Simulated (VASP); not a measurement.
Set up this calculation in VASP 6.6.1, as the native input.

- Task: single point
- Functional: PBE
- Potentials or basis: VASP PAW PBE potentials, release 64 (Sc_sv, Al, F)
- Cutoff: 520 eV
- k mesh: 4 × 4 × 4
- Occupations: gaussian, width 0.1 eV
- Spin: no spin polarisation
- Dipole correction: no
- Further INCAR settings: ALGO = Normal; EDIFF = 1e-06; NBANDS = 22

The structure of ScAl3F lies in POSCAR:

```
ScAl3F
1.0
    3.9725059200      0.0000000000      0.0000000000
    0.0000000000      3.9725059200      0.0000000000
    0.0000000000      0.0000000000      3.9905818800
Sc Al F
1 3 1
Direct
    0.5000000000      0.5000000000      0.4819999900
    0.5000000000      0.5000000000      0.0160000000
    0.5000000000      0.0000000000      0.5149999900
    0.0000000000      0.5000000000      0.5149999900
    0.0000000000      0.0000000000      0.0000000000
```

The cell was built from a structure type or drawn by symmetry, and may not be a known phase.

One way to write it, as run:

INCAR

```
SYSTEM = ScAl3F
  PREC = Accurate
  ENCUT = 520
  EDIFF = 1E-6
  ISMEAR = 0
  SIGMA = 0.1
  LREAL = .False.
  LASPH = .True.
  NELM = 80
  ALGO = Normal
  ISIF = 2
  LWAVE = .False.
  LCHARG = .False.
  GGA = PE
  NBANDS = 22
```

KPOINTS

```
regular mesh
0
Gamma
  4 4 4
  0 0 0
```

Potentials or basis: VASP PAW PBE potentials, release 64 (Sc_sv, Al, F).

Command:

```console
$ cat potpaw_PBE.64/Sc_sv/POTCAR potpaw_PBE.64/Al/POTCAR potpaw_PBE.64/F/POTCAR > POTCAR
$ mpirun -np 1 vasp_std > vasp.out
```

It gave:

| Item | Value |
| --- | --- |
| Pressure | 79.6 GPa |
| Largest force | 5.520 eV/Å |
| Band gap on the k mesh | zero (an odd number of electrons rules out a gap without spin polarisation) |

Caveat: the k points lie up to 0.40 Å⁻¹ apart, too coarse for converged energies and pressures of a metal; atoms lie so close that the PAW spheres overlap strongly, which falsifies energies and pressures; an odd number of electrons without spin polarisation forces a metal; a magnetic or distorted state may lie lower.

Wall time 47 s on 1 thread of Intel Xeon 8259CL (shared host), peak memory 0.18 GiB.
